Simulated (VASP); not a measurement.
Input of a VASP 6.6.1 run:

File INCAR:

```
  ALGO = Normal
  EDIFF = 1E-6
  EDIFFG = -0.01
  ENCUT = 600
  GGA = RE
  IBRION = 2
  ISIF = 3
  ISMEAR = -1
  IVDW = 13
  LASPH = True
  LCHARG = False
  LREAL = False
  LWAVE = False
  NELM = 60
  NSW = 60
  PREC = Accurate
  SIGMA = 0.05
```

The input KPOINTS:

```
k-points
0
Gamma
  10 10 10
```

POSCAR

```
Sb
1.0
   -1.8713408863      1.8713408863      1.8713408863
    1.8713408863     -1.8713408863      1.8713408863
    1.8713408863      1.8713408863     -1.8713408863
Sb
1
Direct
    0.0000000000      0.0000000000      0.0000000000
```

Potentials or basis: VASP PAW PBE potentials, release 64 (Sb).

The run is started by

```console
$ cat potpaw_PBE.64/Sb/POTCAR > POTCAR
$ mpirun -np 1 vasp_std > vasp.out
```

Problem. Predict the relaxed volume.

Solution. 25.76 Å³/atom.

Problem. What does it give for the relaxed cell?

Solution. a = 3.222 Å, b = 3.222 Å, c = 3.222 Å, α = 109.47°, β = 109.47°, γ = 109.47°.

Final structure:
```cif
data_structure
_symmetry_space_group_name_H-M 'P 1'
_symmetry_Int_Tables_number 1
_cell_length_a 3.2223
_cell_length_b 3.2223
_cell_length_c 3.2223
_cell_angle_alpha 109.471
_cell_angle_beta 109.471
_cell_angle_gamma 109.471
_cell_volume 25.76
loop_
_atom_site_label
_atom_site_type_symbol
_atom_site_fract_x
_atom_site_fract_y
_atom_site_fract_z
_atom_site_occupancy
Sb1 Sb 0.00000 0.00000 0.00000 1
```

Caveat: the PAW data sets were made with another functional, which shifts forces and pressure a little; pairwise dispersion overbinds metals, which lowers pressure and volume.
